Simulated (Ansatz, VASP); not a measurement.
**In3Cu in VASP and in Ansatz**

```
CELL_PARAMETERS angstrom
4.44679 -0.11714 -0.11714
-0.11714 4.44679 -0.11714
-0.11714 -0.11714 4.44679
ATOMIC_POSITIONS crystal
In 0.00000 0.50000 0.50000
In 0.50000 0.00000 0.50000
In 0.50000 0.50000 0.00000
Cu 0.00000 0.00000 0.00000
```

Alike in both runs: task single point; functional LDA; k mesh 10 × 10 × 10; occupations gaussian, width 0.15 eV; no spin polarisation.

```csv
,VASP,Ansatz
version,VASP 6.6.1,Ansatz 0.2.0
potentials or method,"VASP PAW LDA potentials, release 64 (In_d, Cu), cutoff 520 eV","scalar-relativistic, plane waves, PAW"
valence electrons in the cell,50,58
```

Ansatz gave:

- gap on the k mesh at the Fermi level (eV): none
- pressure (GPa): -4.1
- traceless stress, the component that is largest in VASP (GPa): -0.12

Q: What did VASP give for the same quantities?

A: gap on the k mesh at the Fermi level (eV): none; pressure (GPa): -4.1; traceless stress, the component that is largest in VASP (GPa): -0.13.

LDA's correlation is that of Perdew and Zunger in VASP and of Perdew and Wang (1992) in Ansatz. A gap of «none» marks a metal or a gap that the smearing closes. VASP's potentials hold 50 valence electrons a cell and Ansatz's 58, so a difference there can come from the potentials and not from the codes.
